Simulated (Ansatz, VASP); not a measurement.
## Yb in VASP and in Ansatz

Contents of INCAR:

```
PREC = Accurate
ENCUT = 520
EDIFF = 1E-6
ISMEAR = -1
SIGMA = 0.05
LREAL = False
LASPH = True
NELM = 100
ALGO = Normal
ISIF = 2
LWAVE = False
LCHARG = False
GGA = PS
NBANDS = 18
```

The input KPOINTS:

```
Automatic mesh
0
Gamma
  12 12 12
```

POSCAR

```
Yb
1.0
   -2.1936796540      2.1936796540      2.1936796540
    2.1936796540     -2.1936796540      2.1936796540
    2.1936796540      2.1936796540     -2.1936796540
Yb
1
Direct
    0.0000000000      0.0000000000      0.0000000000
```

Input for Ansatz:

```yaml
crystal:
  lattice:
    - [-2.193679654, 2.193679654, 2.193679654]
    - [2.193679654, -2.193679654, 2.193679654]
    - [2.193679654, 2.193679654, -2.193679654]
  atoms:
    - { symbol: Yb, position: [0.0, 0.0, 0.0] }
kpoints:
  mp_grid: { grid: [12, 12, 12] }
scf:
  occupations: { method: fermi_dirac, width: 0.05 }
hamiltonian:
  xc: pbesol
  pseudopotentials: { kind: all_electron, lapw: { basis_error: 0.001 } }
output:
  forces: true
  stress: true
  eigenvalues: true
```

Change from the starting cell: volume scaled by 1.06.

Alike in both runs: task single point; functional PBEsol; k mesh 12 × 12 × 12; occupations fermi-dirac, width 0.05 eV; no spin polarisation.

|  | VASP | Ansatz |
| --- | --- | --- |
| version | VASP 6.6.1 | Ansatz 0.2.0 |
| potentials or method | VASP PAW PBE potentials, release 64 (Yb), cutoff 520 eV | all-electron LAPW, scalar-relativistic |

VASP gave:

```
pressure (GPa) : -5.1
```

Question: Which values does Ansatz return?

Answer: Pressure (GPa): -3.8.

VASP's potentials were made for PBE, not for PBEsol. Ansatz ran all-electron here, and VASP with PAW potentials.

Spin-orbit coupling is off throughout.
